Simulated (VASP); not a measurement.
# SnGe7 (P-43m) in VASP: single point with PBE

Aim: the single point of SnGe7 with PBE.

Everything below comes from runs of VASP 6.6.1. Logs are shortened: lines on timing, memory, paths and dates and some standing lists are left out, and cuts for length are marked.

## Step 1: The cell of the first run

The structure is cubic, space group P-43m (No. 215). The conventional cell has a = 5.881 Å, b = 5.881 Å, c = 5.881 Å, α = 90.00°, β = 90.00°, γ = 90.00°. Sn (site symmetry -43m) has 4 Ge at 2.63 Å within 3.5 Å. Within 3.3 Å of Ge (site symmetry 3m) lie 3 Ge at 2.52 Å and 1 Sn at 2.63 Å. Within 3.3 Å of Ge (site symmetry -42m) lie 4 Ge at 2.52 Å.

The cell was generated, and may not be a known phase.

## Step 2: Single point, PBE

File INCAR:

```
SYSTEM = SnGe7
PREC = Accurate ; ENCUT = 520
EDIFF = 1E-7 ; ISMEAR = 0
SIGMA = 0.1 ; LREAL = .False.
LASPH = .True. ; NELM = 100
ALGO = Normal ; ISIF = 2
LWAVE = .False. ; LCHARG = .False.
GGA = PE ; NBANDS = 66
```

File KPOINTS:

```
regular mesh
0
Gamma
  6 6 6
  0 0 0
```

File POSCAR:

```
SnGe7
1.0
    5.8808340049      0.0000000000      0.0000000000
    0.0000000000      5.8808340049      0.0000000000
    0.0000000000      0.0000000000      5.8808340049
Sn Ge
1 7
Direct
    0.0000000000      0.0000000000      0.0000000000
    0.2582618263      0.2582618263      0.2582618263
    0.0000000000      0.5000000000      0.5000000000
    0.5000000000      0.5000000000      0.0000000000
    0.5000000000      0.0000000000      0.5000000000
    0.7417381737      0.2582618263      0.7417381737
    0.7417381737      0.7417381737      0.2582618263
    0.2582618263      0.7417381737      0.7417381737
```

Potentials or basis: VASP PAW PBE potentials, release 64 (Sn_d, Ge_d).

The run is started by

```sh
cat potpaw_PBE.64/Sn_d/POTCAR potpaw_PBE.64/Ge_d/POTCAR > POTCAR
mpirun -np 1 vasp_std > vasp.out
```

OUTCAR:

```text
SYSTEM = SnGe7
   PREC = Accurate
   ENCUT = 520
   EDIFF = 1E-7
   ISMEAR = 0
   LREAL = .False.
   LASPH = .True.
   NELM = 100
   ISIF = 2
   GGA = PE

 ion  position               nearest neighbor table
   1  0.000  0.000  0.000-   2 2.63   6 2.63   7 2.63   8 2.63
   2  0.258  0.258  0.258-   3 2.52   4 2.52   5 2.52   1 2.63
   3  0.000  0.500  0.500-   2 2.52   6 2.52   7 2.52   8 2.52
   4  0.500  0.500  0.000-   2 2.52   6 2.52   7 2.52   8 2.52
   5  0.500  0.000  0.500-   2 2.52   6 2.52   7 2.52   8 2.52
   6  0.742  0.258  0.742-   3 2.52   4 2.52   5 2.52   1 2.63
   7  0.742  0.742  0.258-   3 2.52   4 2.52   5 2.52   1 2.63
   8  0.258  0.742  0.742-   3 2.52   4 2.52   5 2.52   1 2.63

  LATTYP: Found a simple cubic cell.
 ALAT       =     5.8808340049

  Lattice vectors:

 A1 = (   5.8808340049,   0.0000000000,   0.0000000000)
 A2 = (   0.0000000000,   5.8808340049,   0.0000000000)
 A3 = (   0.0000000000,   0.0000000000,   5.8808340049)

Analysis of symmetry for initial positions (statically):
=====================================================================
 Subroutine PRICEL returns:
 Original cell was already a primitive cell.

 Routine SETGRP: Setting up the symmetry group for a
 simple cubic supercell.

 Subroutine GETGRP returns: Found 24 space group operations
 (whereof 24 operations were pure point group operations)
 out of a pool of 48 trial point group operations.

The static configuration has the point symmetry T_d .

Analysis of symmetry for dynamics (positions and initial velocities):
=====================================================================
 Subroutine PRICEL returns:
 Original cell was already a primitive cell.

 Routine SETGRP: Setting up the symmetry group for a
 simple cubic supercell.

 Subroutine GETGRP returns: Found 24 space group operations
 (whereof 24 operations were pure point group operations)
 out of a pool of 48 trial point group operations.

The dynamic configuration has the point symmetry T_d .

 Subroutine INISYM returns: Found 24 space group operations
 (whereof 24 operations are pure point group operations),
 and found     1 'primitive' translations

----------------------------------------------------------------------------------------

                                     Primitive cell

  volume of cell :     203.3840

  direct lattice vectors                    reciprocal lattice vectors
     5.880834005  0.000000000  0.000000000     0.170043909  0.000000000  0.000000000
     0.000000000  5.880834005  0.000000000     0.000000000  0.170043909  0.000000000
     0.000000000  0.000000000  5.880834005     0.000000000  0.000000000  0.170043909

  length of vectors
     5.880834005  5.880834005  5.880834005     0.170043909  0.170043909  0.170043909

  position of ions in fractional coordinates (direct lattice)
     0.000000000  0.000000000  0.000000000
     0.258261826  0.258261826  0.258261826
     0.000000000  0.500000000  0.500000000
     0.500000000  0.500000000  0.000000000
     0.500000000  0.000000000  0.500000000
     0.741738174  0.258261826  0.741738174
     0.741738174  0.741738174  0.258261826
     0.258261826  0.741738174  0.741738174

  ion indices of the primitive-cell ions
   primitive index   ion index
                 1           1
                 2           2
                 3           3
                 4           4
                 5           5
                 6           6
                 7           7
                 8           8

----------------------------------------------------------------------------------------

 KPOINTS: regular mesh

Automatic generation of k-mesh.
 Grid dimensions read from file:
 generate k-points for:    6    6    6

 Generating k-lattice:

  Cartesian coordinates                     Fractional coordinates (reciprocal lattice)
     0.028340651  0.000000000  0.000000000     0.166666667  0.000000000  0.000000000
     0.000000000  0.028340651  0.000000000     0.000000000  0.166666667  0.000000000
     0.000000000  0.000000000  0.028340651     0.000000000  0.000000000  0.166666667

  Length of vectors
     0.028340651  0.028340651  0.028340651

  Shift w.r.t. Gamma in fractional coordinates (k-lattice)
     0.000000000  0.000000000  0.000000000

 Subroutine IBZKPT returns following result:
 ===========================================

 Found     20 irreducible k-points:

 Following reciprocal coordinates:
            Coordinates               Weight
  0.000000  0.000000  0.000000      1.000000
  0.166667  0.000000  0.000000      6.000000
  0.333333  0.000000  0.000000      6.000000
  0.500000  0.000000  0.000000      3.000000
  0.166667  0.166667  0.000000     12.000000
  0.333333  0.166667  0.000000     24.000000
[... 12 lines left out ...]
  0.500000  0.500000  0.333333      6.000000
  0.500000  0.500000  0.500000      1.000000
   k-points           NKPTS =     20   k-points in BZ     NKDIM =     20   number of bands    NBANDS=     66
   number of dos      NEDOS =    301   number of ions     NIONS =      8
   total plane-waves  NPLWV = 110592
   dimension x,y,z NGX =    48 NGY =   48 NGZ =   48
   dimension x,y,z NGXF=    96 NGYF=   96 NGZF=   96
   ions per type =               1   7
   NGX,Y,Z   is equivalent  to a cutoff of  13.57, 13.57, 13.57 a.u.
   NGXF,Y,Z  is equivalent  to a cutoff of  27.14, 27.14, 27.14 a.u.
 SYSTEM =  SnGe7
   PREC   = accura    normal or accurate (medium, high low for compatibility)
   ISTART =      0    job   : 0-new  1-cont  2-samecut
   ICHARG =      2    charge: 1-file 2-atom 10-const
   ISPIN  =      1    spin polarized calculation?
   LNONCOLLINEAR =      F non collinear calculations
   LSORBIT =      F    spin-orbit coupling
   LASPH  =      T    aspherical Exc in radial PAW
   ENCUT  =  520.0 eV  38.22 Ry    6.18 a.u.  10.93 10.93 10.93*2*pi/ulx,y,z
   NELM   =    100;   NELMIN=  2; NELMDL= -5     # of ELM steps
   EDIFF  = 0.1E-06   stopping-criterion for ELM
   LREAL  =      F    real-space projection
   EDIFFG = 0.1E-05   stopping-criterion for IOM
   NSW    =      0    number of steps for IOM
   IBRION =     -1    ionic relax: 0-MD 1-quasi-New 2-CG
   NFREE  =      0    steps in history (QN), initial steepest desc. (CG)
   ISIF   =      2    stress and relaxation
   ISYM   =      2    0-nonsym 1-usesym 2-fastsym
   POTIM  = 0.5000    time-step for ionic-motion
   TEBEG  =    0.0;   TEEND  =   0.0 temperature during run
   PSTRESS=    0.0 pullay stress
   NELECT =     112.0000    total number of electrons
   NUPDOWN=      -1.0000    fix difference up-down
   EMIN   =  10.00;   EMAX   =-10.00  energy-range for DOS
   EFERMI =   0.00;   METHOD = LEGACY
   ISMEAR =     0;   SIGMA  =   0.10  broadening in eV -4-tet -1-fermi 0-gaus
   EFERMI_NEDOS =   21; number of points for ismear=-14 and -15
   IALGO  =     38    algorithm
   IMIX   =      4    mixing-type and parameters
     AMIX     =   0.40;   BMIX     =  1.00
     AMIX_MAG =   1.60;   BMIX_MAG =  1.00
  volume/ion in A,a.u.               =      25.42       171.56
  Fermi-wavevector in a.u.,A,eV,Ry     =   1.341864  2.535756 24.498646  1.800600
  Thomas-Fermi vector in A             =   2.470064
   LORBIT       =      0    0 simple, 1 ext, 2 COOP (PROOUT), +10 PAW based schemes
   GGA     = PE    functional components
   LHFCALC =     F    Hartree Fock is set to
   AEXX    =    0.0000 exact exchange contribution
   IVDW    =     0    specifies the selected vdW correction
   LEPSILON=     F    determine dielectric tensor
   LRPA    =     F    only Hartree local field effects (RPA)
 non-spin polarized calculation
 Gauss-broadening in eV      SIGMA  =   0.10
  energy-cutoff  :      520.00
  volume of cell :      203.38
 maximum number of plane-waves:      5522
 NGX is ok and might be reduce to    48
   NGX = 21   NGY = 21   NGZ = 21

 number of electron     112.0000048 magnetization

 Free energy of the ion-electron system (eV)
  ---------------------------------------------------
  ext. energy  EPLUGINS =         0.00000000
  ---------------------------------------------------
  free energy    TOTEN  =       -35.23481882 eV

  energy without entropy =      -35.23230514  energy(sigma->0) =      -35.23356198

 E-fermi :   4.5460     XC(G=0):  -9.5030

 val. band max:        4.4683980263   @ k =   0.1667   0.1667   0.0000
 cond. band min:       4.6221913715   @ k =   0.0000   0.0000   0.0000
 fundamental gap:      0.1537933452
 Fermi energy:         4.5459532796

 k-point     1 :       0.0000    0.0000    0.0000
  band No.  band energies     occupation
      1     -20.2112      2.00000
      2     -20.2112      2.00000
      3     -20.2112      2.00000
      4     -20.1898      2.00000
      5     -20.1898      2.00000
      6     -20.1898      2.00000
[... 58 lines left out ...]
     65       7.0939      0.00000
     66       7.0939      0.00000

 k-point     2 :       0.1667    0.0000    0.0000
  band No.  band energies     occupation
      1     -20.2130      2.00000
      2     -20.2117      2.00000
      3     -20.2117      2.00000
      4     -20.1934      2.00000
      5     -20.1911      2.00000
      6     -20.1911      2.00000
[... 58 lines left out ...]
     65       7.6418      0.00000
     66       7.6418      0.00000

 k-point     3 :       0.3333    0.0000    0.0000
  band No.  band energies     occupation
      1     -20.2161      2.00000
      2     -20.2128      2.00000
      3     -20.2128      2.00000
      4     -20.1990      2.00000
      5     -20.1930      2.00000
      6     -20.1930      2.00000
[... 1162 lines left out ...]
     65       8.4307      0.00000
     66       8.4311      0.00000

 k-point    20 :       0.5000    0.5000    0.5000
  band No.  band energies     occupation
      1     -20.2001      2.00000
      2     -20.2001      2.00000
      3     -20.2001      2.00000
      4     -20.1961      2.00000
      5     -20.1961      2.00000
      6     -20.1894      2.00000
[... 58 lines left out ...]
     65       8.2615      0.00000
     66       8.2619      0.00000

------------------------ aborting loop because EDIFF is reached ----------------------------------------

  FORCE on cell =-STRESS in cart. coord.  units (eV):
  Direction    XX          YY          ZZ          XY          YZ          ZX
  --------------------------------------------------------------------------------------
  -------------------------------------------------------------------------------------
  Total       -0.0288601     -0.0288601     -0.0288601     -0.0000000      0.0000000      0.0000000
  in kB       -0.2273482     -0.2273482     -0.2273482     -0.0000000      0.0000000      0.0000000
  external PRESSURE =      -0.2273482 kB  Pullay stress =       0.0000000 kB

 VOLUME and BASIS-vectors are now :
 -----------------------------------------------------------------------------
  energy-cutoff  :      520.00
  volume of cell :      203.38
      direct lattice vectors                 reciprocal lattice vectors
     5.880834005  0.000000000  0.000000000     0.170043909  0.000000000  0.000000000
     0.000000000  5.880834005  0.000000000     0.000000000  0.170043909  0.000000000
     0.000000000  0.000000000  5.880834005     0.000000000  0.000000000  0.170043909

 POSITION                                       TOTAL-FORCE (eV/Angst)
 -----------------------------------------------------------------------------------
      0.00000      0.00000      0.00000         0.000000      0.000000      0.000000
      1.51879      1.51879      1.51879        -0.000395     -0.000395     -0.000395
      0.00000      2.94042      2.94042        -0.000000      0.000000      0.000000
      2.94042      2.94042      0.00000         0.000000      0.000000     -0.000000
      2.94042      0.00000      2.94042        -0.000000      0.000000      0.000000
      4.36204      1.51879      4.36204         0.000395     -0.000395      0.000395
      4.36204      4.36204      1.51879         0.000395      0.000395     -0.000395
      1.51879      4.36204      4.36204        -0.000395      0.000395      0.000395
 -----------------------------------------------------------------------------------
    total drift:                                0.000000      0.000000      0.000000

  FREE ENERGIE OF THE ION-ELECTRON SYSTEM (eV)
  ---------------------------------------------------
  free  energy   TOTEN  =       -35.2348188186 eV

  energy  without entropy=      -35.2323051438  energy(sigma->0) =      -35.23356198
```

It took 11 min on 1 thread of Intel Xeon 8259CL, shared host; peak memory 0.44 GiB.

Results:

- Free energy: -35.2348 eV
- Pressure: 0.0 GPa
- Band gap on the k mesh: zero (bands 56 and 57 overlap by 0.27 eV)

Caveat: semilocal functionals underestimate gaps, and a narrow one can read as zero; spin-orbit coupling is left out, which moves the levels of the heavy elements.

The gap in the log of VASP goes by the Fermi energy; the results here count the filled bands.